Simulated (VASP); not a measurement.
Set up this calculation in VASP 6.6.1, as the native input.

```yaml
Task: single point
Functional: RPBE
Potentials_or_basis: VASP PAW PBE potentials, release 64 (Cr_pv)
Cutoff: 520 eV
k_mesh: 25 × 25 × 25
Occupations: fermi-dirac, width 0.1 eV
Spin: no spin polarisation
Dipole_correction: no
Further_INCAR_settings: ALGO = Normal; EDIFF = 1e-06; NBANDS = 12
```

The structure of Cr lies in POSCAR:

```
Cr
1.0
   -1.4714204726      1.4714204726      1.4714204726
    1.4714204726     -1.4714204726      1.4714204726
    1.4714204726      1.4714204726     -1.4714204726
Cr
1
Direct
    0.0000000000      0.0000000000      0.0000000000
```

This cell differs from its parent crystal: volume scaled by 1.08.

The input as run:

INCAR

```
PREC = Accurate ; ENCUT = 520
EDIFF = 1E-6 ; ISMEAR = -1
SIGMA = 0.1 ; LREAL = False
LASPH = True ; NELM = 100
ALGO = Normal ; ISIF = 2
LWAVE = False ; LCHARG = False
GGA = RP ; NBANDS = 12
```

KPOINTS

```
regular mesh
0
Gamma
  25 25 25
```

Potentials or basis: VASP PAW PBE potentials, release 64 (Cr_pv).

Run with:

```bash
$ cat potpaw_PBE.64/Cr_pv/POTCAR > POTCAR
$ mpirun -np 1 vasp_std > vasp.out
```

Results of the run:

```yaml
Pressure: -16.1 GPa
Band_gap_on_the_k_mesh: zero (band 6 reaches 11.82 eV, above the bottom of band 7 at 8.95 eV)
```

Caveat: the PAW data sets were made with another functional, which shifts forces and pressure a little; the run has no spin polarisation, though such a crystal can be magnetic.

Run time: 31 s on 1 thread of Intel(R) Xeon(R) 6975P-C (Granite Rapids), on a shared host, peak memory 0.18 GiB.
